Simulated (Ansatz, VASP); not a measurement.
**Al2Au in VASP and in Ansatz**

```xyz
3
Lattice="0.0000 3.0395 3.0395 3.0395 0.0000 3.0395 3.0395 3.0395 0.0000" Properties=species:S:1:pos:R:3 pbc="T T T"
Au    0.0000    0.0000    0.0000
Al    4.5592    4.5592    4.5592
Al    1.5197    1.5197    1.5197
```

Alike in both runs: task single point; functional r2SCAN; k mesh 8 × 8 × 8; occupations fermi-dirac, width 0.05 eV; no spin polarisation.

```csv
,VASP,Ansatz
version,VASP 6.6.1,Ansatz 0.2.0
potentials or method,"VASP PAW PBE potentials, release 64 (Au, Al)",Ansatz PAW
plane-wave cutoff (eV),520,500
valence electrons in the cell,17,25
```

VASP gave:

* gap on the k mesh at the Fermi level (eV): none
* pressure (GPa): -4.1

**Question.** Which values does Ansatz return?

**Answer.** gap on the k mesh at the Fermi level (eV): none; pressure (GPa): -3.8.

VASP's potentials were made for PBE, not for r2SCAN. A gap of «none» marks a metal or a gap that the smearing closes. VASP's potentials hold 17 valence electrons a cell and Ansatz's 25, so a difference there can come from the potentials and not from the codes.

Neither program's run includes spin-orbit coupling.
